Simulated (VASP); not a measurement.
Runs of VASP 6.6.1 on CoO. It takes space group I4/mmm (No. 139, tetragonal). Conventional cell: a = 3.016 Å, b = 3.016 Å, c = 4.215 Å, α = 90.00°, β = 90.00°, γ = 90.00°. Co (site symmetry 4/mmm) has 6 O at 2.11 to 2.13 Å within 2.8 Å. Within 2.8 Å of O (site symmetry 4/mmm) lie 6 Co at 2.11 to 2.13 Å. 

| k mesh | gap on the mesh (eV) | pressure (GPa) | moment (μB) |
| --- | --- | --- | --- |
| 8 × 8 × 8 | none | -8.5 | 2.89 |
| 5 × 5 × 5 | none | -8.6 | 2.87 |
| 4 × 4 × 4 | none | (b) | 2.78 |
| 6 × 6 × 6 | none | -8.7 | (a) |
| 9 × 9 × 9 | none | -8.5 | 2.89 |

Alike in all rows: task single point; level PBEsol+U; potentials or basis VASP PAW PBE potentials, release 64 (Co, O); spin collinear, ferromagnetic start; Co d U = 2.0 eV; cell as given; cutoff (eV) 520; smearing fermi-dirac 0.2 eV.

Estimate the missing entries.

(a) 2.88; (b) -9.7.

Caveats: some runs use coarse meshes; the PAW data sets were made with another functional, which shifts forces and pressure a little; a cell with one magnetic atom can't hold antiferromagnetic order, which such compounds often take.

A gap of «none» marks levels without a gap at the run's occupations.
